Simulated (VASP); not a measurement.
# HfB2 (P6/mmm) in VASP: notebook, part 3 of 3

VASP 6.6.1. Earlier steps stand in the parts before.

### Step 5. Electric field gradients, PBE

This run uses another cell than the first one, of 9.90 Å³/atom, 1.020 times its volume.

INCAR

```
SYSTEM = HfB2
PREC = Accurate
ENCUT = 520
EDIFF = 1E-8
ISMEAR = -1
SIGMA = 0.05
LREAL = .FALSE.
LASPH = .TRUE.
NELM = 80
ALGO = Normal
ISIF = 2
LWAVE = .FALSE.
LCHARG = .FALSE.
GGA = PE
LEFG = .TRUE.
NBANDS = 15
```

KPOINTS

```
regular mesh
0
G
  13 13 11
  0 0 0
```

POSCAR

```
HfB2
1.0
    3.1400001005      0.0000000000      0.0000000000
   -1.5700000503      2.7193198549      0.0000000000
    0.0000000000      0.0000000000      3.4800000000
Hf B
1 2
Direct
    0.0000000000      0.0000000000      0.0000000000
    0.3333333333      0.6666666667      0.5000000000
    0.6666666667      0.3333333333      0.5000000000
```

Potentials or basis: VASP PAW PBE potentials, release 64 (Hf_pv, B).

Started as:

```
> cat potpaw_PBE.64/Hf_pv/POTCAR potpaw_PBE.64/B/POTCAR > POTCAR
> mpirun -np 1 vasp_std > vasp.out
```

OUTCAR:

```text
SYSTEM = HfB2
   PREC = Accurate
   ENCUT = 520
   EDIFF = 1E-8
   ISMEAR = -1
   LREAL = .FALSE.
   LASPH = .TRUE.
   NELM = 80
   ISIF = 2
   GGA = PE

 ion  position               nearest neighbor table
   1  0.000  0.000  0.000-   2 2.51   3 2.51   2 2.51   3 2.51   3 2.51   3 2.51   2 2.51   2 2.51
                             3 2.51   3 2.51   2 2.51   2 2.51
   2  0.333  0.667  0.500-   3 1.81   3 1.81   3 1.81   1 2.51   1 2.51   1 2.51   1 2.51   1 2.51
                             1 2.51
   3  0.667  0.333  0.500-   2 1.81   2 1.81   2 1.81   1 2.51   1 2.51   1 2.51   1 2.51   1 2.51
                             1 2.51

  LATTYP: Found a hexagonal cell.
 ALAT       =     3.1400001005
 C/A-ratio  =     1.1082802193

  Lattice vectors:

 A1 = (   3.1400001005,   0.0000000000,   0.0000000000)
 A2 = (  -1.5700000503,   2.7193198549,   0.0000000000)
 A3 = (   0.0000000000,   0.0000000000,   3.4800000000)

Analysis of symmetry for initial positions (statically):
=====================================================================
 Subroutine PRICEL returns:
 Original cell was already a primitive cell.

 Routine SETGRP: Setting up the symmetry group for a
 hexagonal supercell.

 Subroutine GETGRP returns: Found 24 space group operations
 (whereof 24 operations were pure point group operations)
 out of a pool of 24 trial point group operations.

The static configuration has the point symmetry D_6h.

Analysis of symmetry for dynamics (positions and initial velocities):
=====================================================================
 Subroutine PRICEL returns:
 Original cell was already a primitive cell.

 Routine SETGRP: Setting up the symmetry group for a
[... 584 lines left out ...]
      6       3.8151      2.00000
      7       4.7441      2.00000
      8       5.7654      2.00000
      9       9.9206      0.00000
     10      10.3820      0.00000
     11      12.2696      0.00000
     12      12.4318      0.00000
     13      13.2265      0.00000
     14      14.5683      0.00000
     15      15.0009      0.00000

 [... further k-points ...]
[... 5 lines left out ...]
  --------------------------------------------------------------------------------------
  -------------------------------------------------------------------------------------
  Total        0.1622352      0.1622352      0.2154332     -0.0000000      0.0000000      0.0000000
  in kB        8.7475506      8.7475506     11.6159319     -0.0000000      0.0000000      0.0000000
  external PRESSURE =       9.7036777 kB  Pullay stress =       0.0000000 kB

 VOLUME and BASIS-vectors are now :
 -----------------------------------------------------------------------------
  energy-cutoff  :      520.00
  volume of cell :       29.71
      direct lattice vectors                 reciprocal lattice vectors
     3.140000101  0.000000000  0.000000000     0.318471327  0.183869507  0.000000000
    -1.570000050  2.719319855  0.000000000     0.000000000  0.367739013  0.000000000
     0.000000000  0.000000000  3.480000000     0.000000000  0.000000000  0.287356322

 POSITION                                       TOTAL-FORCE (eV/Angst)
 -----------------------------------------------------------------------------------
      0.00000      0.00000      0.00000         0.000000      0.000000      0.000000
     -0.00000      1.81288      1.74000         0.000000      0.000000      0.000000
      1.57000      0.90644      1.74000        -0.000000     -0.000000      0.000000
 -----------------------------------------------------------------------------------
    total drift:                               -0.000000      0.000000      0.000000

  FREE ENERGIE OF THE ION-ELECTRON SYSTEM (eV)
  ---------------------------------------------------
  free  energy   TOTEN  =       -26.4022280365 eV

  energy  without entropy=      -26.4005132766  energy(sigma->0) =      -26.40137066

 Electric field gradients (V/A^2)
---------------------------------------------------------------------
 ion       V_xx      V_yy      V_zz      V_xy      V_xz      V_yz
---------------------------------------------------------------------
   1     -38.370   -38.370    76.741    -0.000     0.000     0.000
   2      -0.759    -0.759     1.518    -0.000     0.000     0.000
   3      -0.759    -0.759     1.518    -0.000     0.000     0.000
---------------------------------------------------------------------

 Electric field gradients after diagonalization (V/A^2)
 (convention: |V_zz| > |V_xx| > |V_yy|)
----------------------------------------------------------------------
 ion       V_xx      V_yy      V_zz     asymmetry (V_yy - V_xx)/ V_zz
----------------------------------------------------------------------
   1     -38.370   -38.370    76.741       0.000
   2      -0.759    -0.759     1.518       0.000
   3      -0.759    -0.759     1.518       0.000
----------------------------------------------------------------------

           NMR quadrupolar parameters

 Cq : quadrupolar parameter    Cq=e*Q*V_zz/h
 eta: asymmetry parameters     (V_yy - V_xx)/ V_zz
 Q  : nuclear electric quadrupole moment in mb (millibarn)
----------------------------------------------------------------------
 ion       Cq(MHz)       eta       Q (mb)
----------------------------------------------------------------------
   1       0.186       0.000       1.000
   2       0.004       0.000       1.000
   3       0.004       0.000       1.000
----------------------------------------------------------------------
```

It took 41 s on 1 thread of Intel Xeon 6975P-C, shared host; peak memory 0.19 GiB.

Results:

| Item | Value |
| --- | --- |
| Free energy | -26.4022 eV |
| Pressure | 1.0 GPa |
| Band gap on the k mesh | zero (band 8 reaches 8.31 eV, above the bottom of band 9 at 7.28 eV) |

Stress tensor (GPa, compression positive):
```
0.87 0.00 0.00
0.00 0.87 0.00
0.00 0.00 1.16
```

Electric field gradients, principal values (V/Å²):
| atom | least | middle | greatest (by size) |
| --- | --- | --- | --- |
| 1 Hf | -38.370 | -38.370 | 76.741 |
| 2 B | -0.759 | -0.759 | 1.518 |
| 3 B | -0.759 | -0.759 | 1.518 |

Caveat: without QUAD_EFG the Cq values of the log hold for a quadrupole moment of 1 mb, not for the nuclei; spin-orbit coupling is left out, which moves the levels of the heavy elements.

### Step 6. Density of states, PBE

This run uses another cell than the first one, of 9.90 Å³/atom, 1.020 times its volume.

POSCAR is that of step 5.

INCAR.step1

```
PREC     = Accurate       # precision mode
ENCUT    = 520            # plane-wave cutoff, eV
EDIFF    = 1E-6           # SCF threshold, eV
ISMEAR   = -1             # smearing method
SIGMA    = 0.05           # smearing width, eV
LREAL    = False          # projectors in reciprocal space
LASPH    = True           # aspherical terms in the spheres
NELM     = 80             # most SCF steps
ALGO     = Normal         # electronic algorithm
ISIF     = 2              # what is computed and relaxed
LWAVE    = False          # write WAVECAR
LCHARG   = True           # write CHGCAR
LMAXMIX  = 4              # l up to which the mixer works
GGA      = PE             # functional
NBANDS   = 15             # bands
```

KPOINTS.step1

```
regular mesh
0
Gamma
  13 13 11
```

INCAR.step2

```
PREC     = Accurate       # precision mode
ENCUT    = 520            # plane-wave cutoff, eV
EDIFF    = 1E-6           # SCF threshold, eV
ISMEAR   = -5             # smearing method
SIGMA    = 0.05           # smearing width, eV
LREAL    = False          # projectors in reciprocal space
LASPH    = True           # aspherical terms in the spheres
NELM     = 80             # most SCF steps
ALGO     = Normal         # electronic algorithm
ISIF     = 2              # what is computed and relaxed
LWAVE    = False          # write WAVECAR
LCHARG   = False          # write CHGCAR
LMAXMIX  = 4              # l up to which the mixer works
GGA      = PE             # functional
LORBIT   = 10             # projections on sites
NBANDS   = 15             # bands
NEDOS    = 2001           # points of the DOS
ICHARG   = 11             # starting density
```

KPOINTS.step2

```
regular mesh
0
Gamma
  20 20 17
```

Potentials or basis: VASP PAW PBE potentials, release 64 (Hf_pv, B).

Started as:

```
> cat potpaw_PBE.64/Hf_pv/POTCAR potpaw_PBE.64/B/POTCAR > POTCAR
> cp INCAR.step1 INCAR
> cp KPOINTS.step1 KPOINTS
> mpirun -np 1 vasp_std > vasp.out
> cp INCAR.step2 INCAR
> cp KPOINTS.step2 KPOINTS
> mpirun -np 1 vasp_std > vasp.out
```

It took 92 s on 1 thread of Intel Xeon 6975P-C, shared host; peak memory 0.29 GiB.

The run converged. Its results:

```
Valence electrons inside the program's atomic spheres : Hf 8.72; B 1.94
```

Levels at points of the mesh, in eV from the Fermi level:
| k point | band 5 | band 6 | band 7 | band 8 | band 9 | band 10 | band 11 | band 12 |
| --- | --- | --- | --- | --- | --- | --- | --- | --- |
| (0.00, 0.00, 0.00) | -3.13 | -3.02 | -3.02 | -2.91 | 3.90 | 3.90 | 4.54 | 4.54 |
| (0.50, 0.00, 0.00) | -9.18 | -4.25 | -3.56 | -2.99 | 1.98 | 2.60 | 5.45 | 5.60 |

Caveat: spin-orbit coupling is left out, which moves the levels of the heavy elements; tetrahedron occupations give inexact forces and stress in metals.

### Step 7. Summary

| task | cell | k mesh for the DOS | occupations for the DOS | gap on the mesh (eV) | pressure (GPa) |
| --- | --- | --- | --- | --- | --- |
| electric field gradients | a = 3.109, b = 3.109, c = 3.480 Å, angles 90.0, 90.0, 120.0°, 3 atoms | - | - | none | 6.6 |
| electric field gradients | a = 3.140, b = 3.140, c = 3.480 Å, angles 90.0, 90.0, 120.0°, 3 atoms | - | - | none | 1.0 |
| density of states | a = 3.140, b = 3.140, c = 3.480 Å, angles 90.0, 90.0, 120.0°, 3 atoms | 20 × 20 × 17 | tetrahedron | - | - |

Alike in all rows: level PBE; potentials or basis VASP PAW PBE potentials, release 64 (Hf_pv, B); no spin polarisation; k mesh 13 × 13 × 11; cutoff (eV) 520; smearing fermi-dirac 0.05 eV.

Caveats: spin-orbit coupling is left out, which moves the levels of the heavy elements; tetrahedron occupations give inexact forces and stress in metals (some runs).

Absolute energies hang on the potentials; compare differences alone.
